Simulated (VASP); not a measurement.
# FeCo3Ge4 (R3) in VASP: relaxation of cell and atoms with PBE

Aim: the relaxation of cell and atoms of FeCo3Ge4 with PBE.

Program: VASP 6.6.1. These are calculated values, not measurements. Logs are shortened: lines on timing, memory, paths and dates and some standing lists are left out, and cuts for length are marked.

### Step 1. The cell of the first run

The structure is trigonal, space group R3 (No. 146). The conventional cell has a = 6.973 Å, b = 6.973 Å, c = 8.540 Å, α = 90.00°, β = 90.00°, γ = 120.00°. Within 3.3 Å of Fe (site symmetry 3) lie 7 Ge at 2.50 to 2.78 Å and 6 Co at 3.02 Å. Co (site symmetry 1) has 7 Ge at 2.50 to 2.78 Å and 4 Co at 3.02 Å and 2 Fe at 3.02 Å within 3.3 Å. Ge (site symmetry 1) has 5 Co at 2.50 to 2.78 Å and 2 Fe at 2.57 to 2.78 Å and 6 Ge at 3.05 Å within 3.3 Å. Ge (site symmetry 3) has 1 Fe at 2.50 Å and 6 Co at 2.57 to 2.78 Å and 6 Ge at 3.05 Å within 3.3 Å.

### Step 2. Relaxation of cell and atoms, PBE, collinear spin, ferromagnetic start

Input file INCAR:

```
PREC     = Accurate       # precision mode
ENCUT    = 600            # plane-wave cutoff, eV
EDIFF    = 1E-6           # SCF threshold, eV
ISMEAR   = 0              # smearing method
SIGMA    = 0.1            # smearing width, eV
LREAL    = False          # projectors in reciprocal space
LASPH    = True           # aspherical terms in the spheres
NELM     = 150            # most SCF steps
ALGO     = Normal         # electronic algorithm
ISIF     = 3              # what is computed and relaxed
LWAVE    = False          # write WAVECAR
LCHARG   = False          # write CHGCAR
ISPIN    = 2              # spin polarisation
MAGMOM   = 4 3 3 3 0 0 0 0 # initial moments
LORBIT   = 11             # projections on sites
LMAXMIX  = 4              # l up to which the mixer works
GGA      = PE             # functional
IBRION   = 2              # ionic algorithm
NSW      = 90             # ionic steps
EDIFFG   = -0.04          # ionic threshold
```

Input file KPOINTS:

```
regular mesh
0
Gamma
  4 4 4
```

Input file POSCAR:

```
FeCo3Ge4
1.0
    3.4863498200      2.0128450100      2.8465927100
   -3.4863498200      2.0128450100      2.8465927100
    0.0000000000     -4.0256900200      2.8465927100
Fe Co Ge
1 3 4
Direct
    0.8650000000      0.8650000000      0.8650000000
    0.1350000000      0.6350000000      0.3650000000
    0.3650000000      0.1350000000      0.6350000000
    0.6350000000      0.3650000000      0.1350000000
    0.8420000000      0.3420000000      0.6580000000
    0.6580000000      0.8420000000      0.3420000000
    0.3420000000      0.6580000000      0.8420000000
    0.1580000000      0.1580000000      0.1580000000
```

Potentials or basis: VASP PAW PBE potentials, release 64 (Fe, Co, Ge_d).

The run is started by

```sh
> cat potpaw_PBE.64/Fe/POTCAR potpaw_PBE.64/Co/POTCAR potpaw_PBE.64/Ge_d/POTCAR > POTCAR
> mpirun -np 1 vasp_std > vasp.out
```

OUTCAR:

```text
PREC = Accurate
   ENCUT = 600
   EDIFF = 1E-6
   ISMEAR = 0
   LREAL = False
   LASPH = True
   NELM = 150
   ISIF = 3
   ISPIN = 2
   LORBIT = 11
   GGA = PE
   IBRION = 2
   NSW = 90
   EDIFFG = -0.04

 ion  position               nearest neighbor table
   1  0.865  0.865  0.865-   8 2.50   7 2.57   5 2.57   6 2.57   5 2.78   7 2.78   6 2.78   3 3.02
                             4 3.02   2 3.02   2 3.02   3 3.02   4 3.02
   2  0.135  0.635  0.365-   5 2.50   6 2.57   8 2.57   7 2.57   8 2.78   6 2.78   7 2.78   4 3.02
                             3 3.02   3 3.02   4 3.02   1 3.02   1 3.02
   3  0.365  0.135  0.635-   6 2.50   5 2.57   7 2.57   8 2.57   5 2.78   7 2.78   8 2.78   1 3.02
                             2 3.02   2 3.02   4 3.02   1 3.02   4 3.02
   4  0.635  0.365  0.135-   7 2.50   6 2.57   8 2.57   5 2.57   8 2.78   6 2.78   5 2.78   1 3.02
                             2 3.02   2 3.02   3 3.02   1 3.02   3 3.02
   5  0.842  0.342  0.658-   2 2.50   1 2.57   3 2.57   4 2.57   3 2.78   1 2.78   4 2.78
   6  0.658  0.842  0.342-   3 2.50   2 2.57   4 2.57   1 2.57   4 2.78   2 2.78   1 2.78
   7  0.342  0.658  0.842-   4 2.50   1 2.57   3 2.57   2 2.57   3 2.78   1 2.78   2 2.78
   8  0.158  0.158  0.158-   1 2.50   2 2.57   4 2.57   3 2.57   4 2.78   2 2.78   3 2.78

  LATTYP: Found a simple cubic cell.
 ALAT       =     4.9304432010

  Lattice vectors:

 A1 = (   3.4863498200,   2.0128450100,   2.8465927100)
 A2 = (  -3.4863498200,   2.0128450100,   2.8465927100)
 A3 = (   0.0000000000,  -4.0256900200,   2.8465927100)

Analysis of symmetry for initial positions (statically):
=====================================================================
 Subroutine PRICEL returns:
 Original cell was already a primitive cell.

 Routine SETGRP: Setting up the symmetry group for a
 simple cubic supercell.

 Subroutine GETGRP returns: Found  3 space group operations
 (whereof  3 operations were pure point group operations)
 out of a pool of 48 trial point group operations.

The static configuration has the point symmetry C_3 .

Analysis of symmetry for dynamics (positions and initial velocities):
=====================================================================
 Subroutine PRICEL returns:
 Original cell was already a primitive cell.

 Routine SETGRP: Setting up the symmetry group for a
 simple cubic supercell.

 Subroutine GETGRP returns: Found  3 space group operations
 (whereof  3 operations were pure point group operations)
 out of a pool of 48 trial point group operations.

The dynamic configuration has the point symmetry C_3 .

Analysis of structural, dynamic, and magnetic symmetry:
[... 1898 lines left out ...]
 [bands above 57 left out]

------------------------ aborting loop because EDIFF is reached ----------------------------------------

  FORCE on cell =-STRESS in cart. coord.  units (eV):
  Direction    XX          YY          ZZ          XY          YZ          ZX
  --------------------------------------------------------------------------------------
  -------------------------------------------------------------------------------------
  Total        9.6702501      9.6702501      9.3617934      0.0000000      0.0000000      0.0000000
  in kB      166.6982119    166.6982123    161.3809574      0.0000002      0.0000000      0.0000000
  external PRESSURE =     164.9257939 kB  Pullay stress =       0.0000000 kB
[... 65 lines left out ...]
  FREE ENERGIE OF THE ION-ELECTRON SYSTEM (eV)
  ---------------------------------------------------
  free  energy   TOTEN  =       -48.7970413499 eV

  energy  without entropy=      -48.7685693022  energy(sigma->0) =      -48.78280533

[... ionic steps 4 to 8 ...]

--------------------------------------- Ionic step        9  -------------------------------------------

 number of electron      91.0000029 magnetization       1.2124360

------------------------ aborting loop because EDIFF is reached ----------------------------------------
[... 79 lines left out ...]
--------------------------------------- Ionic step       11  -------------------------------------------

 number of electron      91.0000024 magnetization       1.2092688

 Free energy of the ion-electron system (eV)
  ---------------------------------------------------
  ext. energy  EPLUGINS =         0.00000000
  ---------------------------------------------------
  free energy    TOTEN  =       -48.80659226 eV

  energy without entropy =      -48.77821053  energy(sigma->0) =      -48.79240140

 E-fermi :   9.6357     XC(G=0): -13.0246

 val. band max:        9.5936695464   @ k =   0.0000   0.0000   0.0000
 cond. band min:       9.6418847707   @ k =   0.5000   0.2500  -0.0000
 fundamental gap:      0.0482152243
 Fermi energy:         9.6356667907

 spin component 1

 k-point     1 :       0.0000    0.0000    0.0000
  band No.  band energies     occupation
      1     -15.1708      1.00000
      2     -15.1708      1.00000
      3     -15.1597      1.00000
      4     -15.1325      1.00000
      5     -15.1325      1.00000
      6     -15.1204      1.00000
[... 1672 lines left out ...]
     56      15.0868      0.00000
     57      17.8744      0.00000
 [bands above 57 left out]

------------------------ aborting loop because EDIFF is reached ----------------------------------------

  FORCE on cell =-STRESS in cart. coord.  units (eV):
  Direction    XX          YY          ZZ          XY          YZ          ZX
  --------------------------------------------------------------------------------------
  -------------------------------------------------------------------------------------
  Total       -0.0596464     -0.0596464     -0.0195126      0.0000000      0.0000000     -0.0000000
  in kB       -0.9521387     -0.9521387     -0.3114808      0.0000008      0.0000000     -0.0000000
  external PRESSURE =      -0.7385861 kB  Pullay stress =       0.0000000 kB
[... 23 lines left out ...]
  FREE ENERGIE OF THE ION-ELECTRON SYSTEM (eV)
  ---------------------------------------------------
  free  energy   TOTEN  =       -48.8065922622 eV

  energy  without entropy=      -48.7782105303  energy(sigma->0) =      -48.79240140

 reached required accuracy - stopping structural energy minimisation

 total charge

# of ion       s       p       d       tot
------------------------------------------
    1        0.377   0.503   6.506   7.386
    2        0.380   0.486   7.505   8.371
    3        0.380   0.486   7.505   8.371
    4        0.380   0.486   7.505   8.371
    5        1.114   1.225  10.121  12.459
    6        1.114   1.225  10.121  12.459
    7        1.114   1.225  10.121  12.459
    8        1.121   1.218  10.122  12.461
--------------------------------------------------
tot          5.979   6.853  69.505  82.337

 magnetization (x)

# of ion       s       p       d       tot
------------------------------------------
    1        0.004   0.001   0.913   0.919
    2       -0.002  -0.004   0.150   0.145
    3       -0.002  -0.004   0.150   0.145
    4       -0.002  -0.004   0.150   0.145
    5       -0.003  -0.020  -0.003  -0.026
    6       -0.003  -0.020  -0.003  -0.026
    7       -0.003  -0.020  -0.003  -0.026
    8       -0.006  -0.011  -0.004  -0.021
--------------------------------------------------
tot         -0.016  -0.080   1.349   1.254
```

OSZICAR:

```text
N       E                     dE             d eps       ncg     rms          rms(c)
DAV:   1     0.104312220711E+04    0.10431E+04   -0.41064E+04  4106   0.416E+03
DAV:   2     0.177941044349E+03   -0.86518E+03   -0.81400E+03  3416   0.999E+02
[... 125 lines left out ...]
       N       E                     dE             d eps       ncg     rms          rms(c)
DAV:   1    -0.488063545149E+02   -0.26896E-03   -0.17742E-01  4088   0.195E+00    0.661E-02
DAV:   2    -0.488066186134E+02   -0.26410E-03   -0.31594E-03  4546   0.444E-01    0.411E-02
DAV:   3    -0.488066247744E+02   -0.61609E-05   -0.18942E-04  4306   0.168E-01    0.648E-02
DAV:   4    -0.488066189986E+02    0.57757E-05   -0.21432E-04  3972   0.148E-01    0.596E-02
DAV:   5    -0.488065930945E+02    0.25904E-04   -0.93801E-05  3570   0.102E-01    0.134E-02
DAV:   6    -0.488065922622E+02    0.83223E-06   -0.92344E-06  3588   0.355E-02
  11 F= -.48806592E+02 E0= -.48792401E+02  d E =-.506810E-03  mag=     1.2093
```

CONTCAR:

```text
FeCo3Ge4
   1.00000000000000
     3.2891552629816223    1.8989946211516449    2.6781508115704553
    -3.2891552129460999    1.8989947078157112    2.6781508115704553
    -0.0000000500355222   -3.7979893289673563    2.6781508115704553
  Fe              Co              Ge
     1     3     4
Direct
     0.8653343116485959    0.8653343116485959    0.8653343116485959
     0.1350702816266310    0.6324524180819004    0.3651047291981386
     0.3651047291983580    0.1350702816264073    0.6324524180819050
     0.6324524180816808    0.3651047291983623    0.1350702816266267
     0.8388758848953854    0.3396853553318049    0.6628600813542921
     0.6628600813544655    0.8388758848952067    0.3396853553318102
     0.3396853553316314    0.6628600813544707    0.8388758848953802
     0.1606169378632517    0.1606169378632517    0.1606169378632517

  0.00000000E+00  0.00000000E+00  0.00000000E+00
  0.00000000E+00  0.00000000E+00  0.00000000E+00
  0.00000000E+00  0.00000000E+00  0.00000000E+00
  0.00000000E+00  0.00000000E+00  0.00000000E+00
  0.00000000E+00  0.00000000E+00  0.00000000E+00
  0.00000000E+00  0.00000000E+00  0.00000000E+00
  0.00000000E+00  0.00000000E+00  0.00000000E+00
  0.00000000E+00  0.00000000E+00  0.00000000E+00
```

Wall time 48 min (1 thread of Oxide Virtual Turin-like, shared host); peak memory 0.38 GiB.

What came out:

- Free energy: -48.8066 eV
- Relaxed volume: 12.55 Å³/atom
- Relaxed cell: a = 4.647 Å, b = 4.647 Å, c = 4.647 Å, α = 90.11°, β = 90.11°, γ = 90.11°
- Space group after relaxing (to 0.1 Å): R3 (No. 146)
- Energy gained by relaxing: 175.6 meV/atom
- Ionic steps: 11
- Pressure after relaxing: -0.1 GPa
- Largest force after relaxing: 0.025 eV/Å
- Net moment: 1.21 μB per cell
- Site moments: Fe +0.92; Co +0.14; Ge -0.03, -0.02 (each value once) μB
- Valence electrons inside the program's atomic spheres: Fe 7.39; Co 8.37; Ge 12.46

Forces in eV/Å, atoms in the order of the input:
```
Fe   0.000  0.000 -0.020
Co   0.024  0.005 -0.002
Co  -0.017  0.019 -0.002
Co  -0.008 -0.024 -0.002
Ge  -0.010  0.003  0.014
Ge   0.002 -0.010  0.014
Ge   0.008  0.007  0.014
Ge   0.000  0.000 -0.015
```

The path:
| step | energy change (eV) | largest force (eV/Å) | pressure (GPa) | volume (Å³) |
| --- | --- | --- | --- | --- |
| 1 | 0.0000 | 0.4264 | -18.02 | 119.86 |
| 2 | -1.0361 | 0.5217 | 16.49 | 92.94 |
| 3 | -1.3954 | 0.2076 | 0.08 | 100.41 |
| 4 | -1.3947 | 0.2130 | -0.48 | 100.77 |
| 5 | -1.4016 | 0.1085 | -0.53 | 100.74 |
| 6 | -1.4037 | 0.0818 | -0.48 | 100.71 |
| 7 | -1.4040 | 0.0509 | 0.46 | 100.08 |
| 8 | -1.4044 | 0.0649 | 0.18 | 100.35 |
| 9 | -1.4044 | 0.0659 | 0.00 | 100.37 |
| 10 | -1.4044 | 0.0636 | 0.17 | 100.35 |
| 11 | -1.4049 | 0.0250 | -0.07 | 100.37 |

Final structure:
```
Fe Co Ge
1.0
     3.28916    1.89899    2.67815
    -3.28916    1.89899    2.67815
     0.00000   -3.79799    2.67815
Fe Co Ge
1 3 4
Direct
  0.86533 0.86533 0.86533
  0.13507 0.63245 0.36510
  0.36510 0.13507 0.63245
  0.63245 0.36510 0.13507
  0.83888 0.33969 0.66286
  0.66286 0.83888 0.33969
  0.33969 0.66286 0.83888
  0.16062 0.16062 0.16062
```

Caveat: the volume moved by over 15 % at a fixed basis, so the end points are rough.
